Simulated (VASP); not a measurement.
Crystal: CdSe.

```
CELL_PARAMETERS angstrom
3.07027 3.07027 0.00000
-3.07027 3.07027 0.00000
0.00000 3.07027 3.07027
ATOMIC_POSITIONS crystal
Cd 0.00000 0.00000 0.00000
Se 0.75000 0.25000 0.50000
```

* Program: VASP 6.6.1
* Task: relaxation of cell and atoms
* Functional: PBEsol
* Potentials or basis: VASP PAW PBE potentials, release 64 (Cd, Se)
* Cutoff: 600 eV
* k mesh: 10 × 10 × 10
* Occupations: fermi-dirac, width 0.05 eV
* Spin: no spin polarisation

At the start: pressure -1.2 GPa; volume 28.94 Å³/atom.

Q: Where does the relaxation end?

A: Over 3 steps the energy falls by 2.5 meV/atom and the volume is 28.27 Å³/atom (-2.3 %); space group F-43m (No. 216, to 0.05 Å).

The path:
| step | energy change (eV) | largest force (eV/Å) | pressure (GPa) | volume (Å³) |
| --- | --- | --- | --- | --- |
| 1 | 0.0000 | 0.0000 | -1.15 | 57.88 |
| 2 | -0.0045 | 0.0000 | 0.37 | 56.15 |
| 3 | -0.0049 | 0.0000 | 0.00 | 56.54 |

Final structure:
```
CELL_PARAMETERS angstrom
3.04640 3.04640 0.00000
-3.04640 3.04640 0.00000
0.00000 3.04640 3.04640
ATOMIC_POSITIONS crystal
Cd 0.00000 0.00000 0.00000
Se 0.75000 0.25000 0.50000
```

Caveat: the PAW data sets were made with another functional, which shifts forces and pressure a little.
